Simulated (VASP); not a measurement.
A run of VASP 6.6.1:

File INCAR:

```
SYSTEM = KCl
PREC = Accurate
ENCUT = 520
EDIFF = 1E-6
ISMEAR = -1
SIGMA = 0.02
LREAL = .FALSE.
LASPH = .TRUE.
NELM = 60
ALGO = Normal
ISIF = 2
LWAVE = .FALSE.
LCHARG = .FALSE.
GGA = PE
NBANDS = 15
```

The input KPOINTS:

```
regular mesh
0
G
  8 8 8
  0 0 0
```

POSCAR

```
KCl
1.0
    0.0000000000      3.1448471213      3.1448471213
    3.1448471213      0.0000000000      3.1448471213
    3.1448471213      3.1448471213      0.0000000000
K Cl
1 1
Direct
    0.0000000000      0.0000000000      0.0000000000
    0.5000000000      0.5000000000      0.5000000000
```

Potentials or basis: VASP PAW PBE potentials, release 64 (K_sv, Cl).

Command:

```bash
$ cat potpaw_PBE.64/K_sv/POTCAR potpaw_PBE.64/Cl/POTCAR > POTCAR
$ mpirun -np 1 vasp_std > vasp.out
```

Hardware: 1 thread of Intel(R) Xeon(R) Platinum 8488C (Sapphire Rapids), with other jobs on the host.

**Question.** How long does it take, and how much memory?

**Answer.** Wall time 24 s on 1 thread of Intel(R) Xeon(R) Platinum 8488C (Sapphire Rapids) (shared host), peak memory 0.2 GiB. Counts: scf iterations 13, k points 29.
